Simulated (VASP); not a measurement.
# TaN (TaN (P-62m)) (P-62m) in VASP: single point with PBEsol

Aim: the single point of TaN (TaN (P-62m)) with PBEsol.

All numbers are computed with VASP 6.6.1; they aren't measurements. Logs are shortened: lines on timing, memory, paths and dates and some standing lists are left out, and cuts for length are marked.

## Step 1: The cell of the first run

It takes space group P-62m (No. 189, hexagonal). The conventional cell has a = 5.178 Å, b = 5.178 Å, c = 2.896 Å, α = 90.00°, β = 90.00°, γ = 120.00°. Ta (site symmetry -62m) has 3 N at 2.04 Å within 2.7 Å. Ta (site symmetry -6) has 6 N at 2.15 Å within 2.8 Å. Within 2.7 Å of N (site symmetry m2m) lie 5 Ta at 2.04 to 2.15 Å.

## Step 2: Single point, PBEsol

INCAR reads:

```
SYSTEM = TaN
PREC     = Accurate       ! precision mode
ENCUT    = 520            ! plane-wave cutoff, eV
EDIFF    = 1E-6           ! SCF threshold, eV
ISMEAR   = 1              ! smearing method
SIGMA    = 0.1            ! smearing width, eV
LREAL    = .False.        ! projectors in reciprocal space
LASPH    = .True.         ! aspherical terms in the spheres
NELM     = 60             ! most SCF steps
ALGO     = Normal         ! electronic algorithm
ISIF     = 2              ! what is computed and relaxed
LWAVE    = .False.        ! write WAVECAR
LCHARG   = .False.        ! write CHGCAR
GGA      = PS             ! functional
NBANDS   = 60             ! bands
```

KPOINTS reads:

```
Automatic mesh
0
Gamma
  7 7 6
  0 0 0
```

POSCAR reads:

```
TaN
1.0
    5.1783381777     -0.0000000287      0.0000000000
   -2.5891690640      4.4845724256      0.0000000000
    0.0000000000      0.0000000000      5.7917586573
Ta N
6 6
Direct
    0.0000000000      0.0000000000      0.0000000000
    0.3333333333      0.6666666667      0.2500000000
    0.6666666667      0.3333333333      0.2500000000
    0.0000000000      0.0000000000      0.5000000000
    0.3333333333      0.6666666667      0.7500000000
    0.6666666667      0.3333333333      0.7500000000
    0.3934141389      0.0000000000      0.0000000000
    0.6065858611      0.6065858611      0.0000000000
    0.0000000000      0.3934141389      0.0000000000
    0.3934141389      0.0000000000      0.5000000000
    0.6065858611      0.6065858611      0.5000000000
    0.0000000000      0.3934141389      0.5000000000
```

Potentials or basis: VASP PAW PBE potentials, release 64 (Ta_pv, N).

Launch:

```
cat potpaw_PBE.64/Ta_pv/POTCAR potpaw_PBE.64/N/POTCAR > POTCAR
mpirun -np 1 vasp_std > vasp.out
```

OUTCAR:

```text
SYSTEM = TaN
   PREC = Accurate
   ENCUT = 520
   EDIFF = 1E-6
   ISMEAR = 1
   LREAL = .False.
   LASPH = .True.
   NELM = 60
   ISIF = 2
   GGA = PS

 ion  position               nearest neighbor table
   1  0.000  0.000  0.000-   8 2.04   9 2.04   7 2.04   4 2.90   4 2.90   3 3.32   2 3.32   5 3.32
                             6 3.32   5 3.32   2 3.32   3 3.32   6 3.32   6 3.32   3 3.32   2 3.32
   2  0.333  0.667  0.250-   7 2.15  10 2.15   9 2.15  12 2.15  11 2.15   8 2.15   5 2.90   5 2.90
                             3 2.99   3 2.99   3 2.99   4 3.32   1 3.32   4 3.32   1 3.32   4 3.32
   3  0.667  0.333  0.250-   9 2.15  12 2.15  10 2.15   7 2.15  11 2.15   8 2.15   6 2.90   6 2.90
                             2 2.99   2 2.99   2 2.99   4 3.32   1 3.32   1 3.32   4 3.32   1 3.32
   4  0.000  0.000  0.500-  11 2.04  12 2.04  10 2.04   1 2.90   1 2.90   2 3.32   3 3.32   5 3.32
                             6 3.32   5 3.32   2 3.32   3 3.32   6 3.32   6 3.32   3 3.32   2 3.32
   5  0.333  0.667  0.750-   7 2.15  10 2.15   9 2.15  12 2.15  11 2.15   8 2.15   2 2.90   2 2.90
                             6 2.99   6 2.99   6 2.99   4 3.32   1 3.32   4 3.32   1 3.32   4 3.32
   6  0.667  0.333  0.750-   9 2.15  12 2.15  10 2.15   7 2.15  11 2.15   8 2.15   3 2.90   3 2.90
                             5 2.99   5 2.99   5 2.99   4 3.32   1 3.32   1 3.32   4 3.32   1 3.32
   7  0.393  0.000  0.000-   1 2.04   2 2.15   5 2.15   3 2.15   6 2.15
   8  0.607  0.607  0.000-   1 2.04   3 2.15   6 2.15   5 2.15   2 2.15
   9  0.000  0.393  0.000-   1 2.04   3 2.15   6 2.15   5 2.15   2 2.15
  10  0.393  0.000  0.500-   4 2.04   2 2.15   5 2.15   3 2.15   6 2.15
  11  0.607  0.607  0.500-   4 2.04   3 2.15   6 2.15   5 2.15   2 2.15
  12  0.000  0.393  0.500-   4 2.04   3 2.15   6 2.15   5 2.15   2 2.15

  LATTYP: Found a hexagonal cell.
 ALAT       =     5.1783381777
 C/A-ratio  =     1.1184589454

  Lattice vectors:

 A1 = (   5.1783381777,  -0.0000000287,   0.0000000000)
 A2 = (  -2.5891690640,   4.4845724256,   0.0000000000)
 A3 = (   0.0000000000,   0.0000000000,   5.7917586573)

Analysis of symmetry for initial positions (statically):
=====================================================================
 Subroutine PRICEL returns following result:

  LATTYP: Found a hexagonal cell.
 ALAT       =     5.1783381777
 C/A-ratio  =     0.5592294727

  Lattice vectors:

 A1 = (   5.1783381777,  -0.0000000287,   0.0000000000)
 A2 = (  -2.5891690640,   4.4845724256,   0.0000000000)
 A3 = (   0.0000000000,   0.0000000000,   2.8958793286)

   2 primitive cells build up your supercell.

 Routine SETGRP: Setting up the symmetry group for a
 hexagonal supercell.

 Subroutine GETGRP returns: Found 12 space group operations
 (whereof 12 operations were pure point group operations)
 out of a pool of 24 trial point group operations.

The static configuration has the point symmetry D_3h.

Analysis of symmetry for dynamics (positions and initial velocities):
=====================================================================
 Subroutine PRICEL returns following result:

  LATTYP: Found a hexagonal cell.
 ALAT       =     5.1783381777
 C/A-ratio  =     0.5592294727

  Lattice vectors:

 A1 = (   5.1783381777,  -0.0000000287,   0.0000000000)
 A2 = (  -2.5891690640,   4.4845724256,   0.0000000000)
 A3 = (   0.0000000000,   0.0000000000,   2.8958793286)

   2 primitive cells build up your supercell.

 Routine SETGRP: Setting up the symmetry group for a
 hexagonal supercell.

 Subroutine GETGRP returns: Found 12 space group operations
 (whereof 12 operations were pure point group operations)
 out of a pool of 24 trial point group operations.

The dynamic configuration has the point symmetry D_3h.

 Subroutine INISYM returns: Found 12 space group operations
 (whereof 12 operations are pure point group operations),
 and found     2 'primitive' translations

----------------------------------------------------------------------------------------

                                     Primitive cell

  volume of cell :      67.2499

  direct lattice vectors                    reciprocal lattice vectors
     5.178338178 -0.000000029  0.000000000     0.193112147  0.111493349  0.000000000
    -2.589169064  4.484572426  0.000000000     0.000000001  0.222986699  0.000000000
     0.000000000  0.000000000  2.895879329     0.000000000  0.000000000  0.345318256

  length of vectors
     5.178338178  5.178338178  2.895879329     0.222986699  0.222986699  0.345318256

  position of ions in fractional coordinates (direct lattice)
     0.000000000  0.000000000  0.000000000
     0.333333333  0.666666667  0.500000000
     0.666666667  0.333333333  0.500000000
     0.393414139  0.000000000  0.000000000
     0.606585861  0.606585861  0.000000000
     0.000000000  0.393414139  0.000000000

  ion indices of the primitive-cell ions
   primitive index   ion index
                 1           1
                 2           2
                 3           3
                 4           7
                 5           8
                 6           9

----------------------------------------------------------------------------------------

 KPOINTS: Automatic mesh

Automatic generation of k-mesh.
 Grid dimensions read from file:
 generate k-points for:    7    7    6

 Generating k-lattice:

  Cartesian coordinates                     Fractional coordinates (reciprocal lattice)
     0.027587450  0.015927621  0.000000000     0.142857143  0.000000000  0.000000000
     0.000000000  0.031855243  0.000000000    -0.000000000  0.142857143  0.000000000
     0.000000000  0.000000000  0.028776521     0.000000000  0.000000000  0.166666667

  Length of vectors
     0.031855243  0.031855243  0.028776521

  Shift w.r.t. Gamma in fractional coordinates (k-lattice)
     0.000000000  0.000000000  0.000000000

 Subroutine IBZKPT returns following result:
 ===========================================

 Found     32 irreducible k-points:

 Following reciprocal coordinates:
            Coordinates               Weight
  0.000000  0.000000  0.000000      1.000000
  0.142857  0.000000  0.000000      6.000000
  0.285714  0.000000  0.000000      6.000000
  0.428571  0.000000  0.000000      6.000000
  0.142857  0.142857  0.000000      6.000000
  0.285714  0.142857  0.000000     12.000000
[... 16 lines left out ...]
  0.428571  0.142857  0.333333     12.000000
  0.285714  0.285714  0.333333     12.000000
 [... further k-points ...]
   k-points           NKPTS =     32   k-points in BZ     NKDIM =     32   number of bands    NBANDS=     60
   number of dos      NEDOS =    301   number of ions     NIONS =     12
   total plane-waves  NPLWV =  76800
   dimension x,y,z NGX =    40 NGY =   40 NGZ =   48
   dimension x,y,z NGXF=    80 NGYF=   80 NGZF=   96
   ions per type =               6   6
   NGX,Y,Z   is equivalent  to a cutoff of  12.84, 12.84, 13.78 a.u.
   NGXF,Y,Z  is equivalent  to a cutoff of  25.68, 25.68, 27.56 a.u.
 SYSTEM =  TaN
   PREC   = accura    normal or accurate (medium, high low for compatibility)
   ISTART =      0    job   : 0-new  1-cont  2-samecut
   ICHARG =      2    charge: 1-file 2-atom 10-const
   ISPIN  =      1    spin polarized calculation?
   LNONCOLLINEAR =      F non collinear calculations
   LSORBIT =      F    spin-orbit coupling
   LASPH  =      T    aspherical Exc in radial PAW
   ENCUT  =  520.0 eV  38.22 Ry    6.18 a.u.   9.63  9.63 10.77*2*pi/ulx,y,z
   NELM   =     60;   NELMIN=  2; NELMDL= -5     # of ELM steps
   EDIFF  = 0.1E-05   stopping-criterion for ELM
   LREAL  =      F    real-space projection
   EDIFFG = 0.1E-04   stopping-criterion for IOM
   NSW    =      0    number of steps for IOM
   IBRION =     -1    ionic relax: 0-MD 1-quasi-New 2-CG
   NFREE  =      0    steps in history (QN), initial steepest desc. (CG)
   ISIF   =      2    stress and relaxation
   ISYM   =      2    0-nonsym 1-usesym 2-fastsym
   POTIM  = 0.5000    time-step for ionic-motion
   TEBEG  =    0.0;   TEEND  =   0.0 temperature during run
   PSTRESS=    0.0 pullay stress
   NELECT =      96.0000    total number of electrons
   NUPDOWN=      -1.0000    fix difference up-down
   EMIN   =  10.00;   EMAX   =-10.00  energy-range for DOS
   EFERMI =   0.00;   METHOD = LEGACY
   ISMEAR =     1;   SIGMA  =   0.10  broadening in eV -4-tet -1-fermi 0-gaus
   EFERMI_NEDOS =   21; number of points for ismear=-14 and -15
   IALGO  =     38    algorithm
   IMIX   =      4    mixing-type and parameters
     AMIX     =   0.40;   BMIX     =  1.00
     AMIX_MAG =   1.60;   BMIX_MAG =  1.00
  volume/ion in A,a.u.               =      11.21        75.64
  Fermi-wavevector in a.u.,A,eV,Ry     =   1.463046  2.764756 29.123314  2.140503
  Thomas-Fermi vector in A             =   2.579187
   LORBIT       =      0    0 simple, 1 ext, 2 COOP (PROOUT), +10 PAW based schemes
   GGA     = PS    functional components
   LHFCALC =     F    Hartree Fock is set to
   AEXX    =    0.0000 exact exchange contribution
   IVDW    =     0    specifies the selected vdW correction
   LEPSILON=     F    determine dielectric tensor
   LRPA    =     F    only Hartree local field effects (RPA)
 non-spin polarized calculation
 Methfessel and Paxton  Order N= 1 SIGMA  =   0.10
  energy-cutoff  :      520.00
  volume of cell :      134.50
 maximum number of plane-waves:      3657
 NGX is ok and might be reduce to    40
   NGX = 19   NGY = 19   NGZ = 21

 number of electron      96.0000000 magnetization

 Free energy of the ion-electron system (eV)
  ---------------------------------------------------
  ext. energy  EPLUGINS =         0.00000000
  ---------------------------------------------------
  free energy    TOTEN  =      -142.88618195 eV

  energy without entropy =     -142.88562926  energy(sigma->0) =     -142.88599772

 E-fermi :   8.3415     XC(G=0): -13.2257

 val. band max:        8.3172554868   @ k =   0.1429   0.1429   0.0000
 cond. band min:       8.3500928346   @ k =   0.1429   0.0000   0.3333
 fundamental gap:      0.0328373478
 Fermi energy:         8.3415042055

 k-point     1 :       0.0000    0.0000    0.0000
  band No.  band energies     occupation
      1     -28.2209      2.00000
      2     -28.0183      2.00000
      3     -27.8695      2.00000
      4     -27.8695      2.00000
      5     -27.7102      2.00000
      6     -27.7102      2.00000
[... 52 lines left out ...]
     59      10.8955      0.00000
     60      11.5489      0.00000

 k-point     2 :       0.1429    0.0000    0.0000
  band No.  band energies     occupation
      1     -28.2168      2.00000
      2     -28.0276      2.00000
      3     -27.8882      2.00000
      4     -27.8652      2.00000
      5     -27.7163      2.00000
      6     -27.6965      2.00000
[... 52 lines left out ...]
     59      11.3208      0.00000
     60      11.4797      0.00000

 k-point     3 :       0.2857    0.0000    0.0000
  band No.  band energies     occupation
      1     -28.2033      2.00000
      2     -28.0531      2.00000
      3     -27.9244      2.00000
      4     -27.8342      2.00000
      5     -27.7294      2.00000
      6     -27.6658      2.00000
[... 1312 lines left out ...]
     59      11.3818      0.00000
     60      11.4309      0.00000

 k-point    24 :       0.2857    0.2857    0.3333
  band No.  band energies     occupation
      1     -27.9554      2.00000
      2     -27.9140      2.00000
      3     -27.8806      2.00000
      4     -27.8072      2.00000
      5     -27.7123      2.00000
      6     -27.6130      2.00000
[... 52 lines left out ...]
     59      11.4398      0.00000
     60      11.5468      0.00000

 [... further k-points ...]
[... 5 lines left out ...]
  --------------------------------------------------------------------------------------
  -------------------------------------------------------------------------------------
  Total        0.9632721      0.9632721      0.4542015     -0.0000000      0.0000000      0.0000000
  in kB       11.4746021     11.4746021      5.4104979     -0.0000000      0.0000000      0.0000000
  external PRESSURE =       9.4532341 kB  Pullay stress =       0.0000000 kB

 VOLUME and BASIS-vectors are now :
 -----------------------------------------------------------------------------
  energy-cutoff  :      520.00
  volume of cell :      134.50
      direct lattice vectors                 reciprocal lattice vectors
     5.178338178 -0.000000029  0.000000000     0.193112147  0.111493349  0.000000000
    -2.589169064  4.484572426  0.000000000     0.000000001  0.222986699  0.000000000
     0.000000000  0.000000000  5.791758657     0.000000000  0.000000000  0.172659128

 POSITION                                       TOTAL-FORCE (eV/Angst)
 -----------------------------------------------------------------------------------
      0.00000      0.00000      0.00000         0.000000     -0.000000      0.000000
      0.00000      2.98971      1.44794         0.000000     -0.000000      0.000000
      2.58917      1.49486      1.44794         0.000000     -0.000000      0.000000
      0.00000      0.00000      2.89588         0.000000     -0.000000      0.000000
      0.00000      2.98971      4.34382         0.000000     -0.000000      0.000000
      2.58917      1.49486      4.34382         0.000000     -0.000000      0.000000
      2.03723     -0.00000      0.00000         0.017280     -0.000000     -0.000000
      1.57055      2.72028      0.00000        -0.008640     -0.014965     -0.000000
     -1.01862      1.76429      0.00000        -0.008640      0.014965     -0.000000
      2.03723     -0.00000      2.89588         0.017280     -0.000000     -0.000000
      1.57055      2.72028      2.89588        -0.008640     -0.014965     -0.000000
     -1.01862      1.76429      2.89588        -0.008640      0.014965      0.000000
 -----------------------------------------------------------------------------------
    total drift:                               -0.000003     -0.000005      0.000000

  FREE ENERGIE OF THE ION-ELECTRON SYSTEM (eV)
  ---------------------------------------------------
  free  energy   TOTEN  =      -142.8861819489 eV

  energy  without entropy=     -142.8856292621  energy(sigma->0) =     -142.88599772
```

Wall time 5.7 min (1 thread of AMD EPYC 7R43 (Zen 3), shared host); peak memory 0.32 GiB.

Results:

| Quantity | Value |
| --- | --- |
| Free energy | -142.8862 eV |
| Pressure | 0.9 GPa |
| Largest force | 0.017 eV/Å |
| Band gap on the k mesh | 0.03 eV |

Forces on the atoms (eV/Å):
```
Ta   0.000  0.000  0.000
Ta   0.000  0.000  0.000
Ta   0.000  0.000  0.000
Ta   0.000  0.000  0.000
Ta   0.000  0.000  0.000
Ta   0.000  0.000  0.000
N    0.017  0.000  0.000
N   -0.009 -0.015  0.000
N   -0.009  0.015  0.000
N    0.017  0.000  0.000
N   -0.009 -0.015  0.000
N   -0.009  0.015  0.000
```

Stress tensor (GPa, compression positive):
```
1.15 0.00 0.00
0.00 1.15 0.00
0.00 0.00 0.54
```

Levels at points of the mesh, in eV from the valence-band top:
| k point | band 46 | band 47 | band 48 | band 49 | band 50 | band 51 |
| --- | --- | --- | --- | --- | --- | --- |
| (0.00, 0.00, 0.00) | -1.97 | -0.95 | -0.95 | 0.57 | 0.57 | 1.83 |
| (0.00, 0.00, 0.50) | -2.03 | -1.18 | -1.18 | 0.39 | 0.39 | 1.43 |

Caveat: the PAW data sets were made with another functional, which shifts forces and pressure a little; spin-orbit coupling is left out, which moves the levels of the heavy elements. A k mesh can miss the band edges.
